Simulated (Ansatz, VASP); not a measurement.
## Two plane-wave programs on Zr

```
CELL_PARAMETERS angstrom
-1.75673 1.75673 1.75673
1.75673 -1.75673 1.75673
1.75673 1.75673 -1.75673
ATOMIC_POSITIONS crystal
Zr 0.00000 0.00000 0.00000
```

Alike in both runs: functional PBEsol; k mesh 6 × 6 × 6; occupations gaussian, width 0.1 eV; no spin polarisation.

Ansatz relaxed the structure, and its values are those at the end. VASP's run is a single point on that final structure, the one shown.

|  | VASP | Ansatz |
| --- | --- | --- |
| version | VASP 6.6.1 | Ansatz 0.2.0 |
| potentials or method | VASP PAW PBE potentials, release 64 (Zr_sv), cutoff 520 eV | scalar-relativistic, plane waves, PAW |
| valence electrons in the cell | 12 | 12 |

```csv
,VASP,Ansatz,Ansatz less VASP
gap on the k mesh at the Fermi level (eV),none,none,-
pressure (GPa),0.1,0.0,-0.09
```

VASP's potentials were made for PBE, not for PBEsol. A gap of «none» marks a metal or a gap that the smearing closes. With one functional, cell and mesh, what is left measures potentials, basis and numerics.

The k mesh is coarse, so the values compare programs but aren't converged.
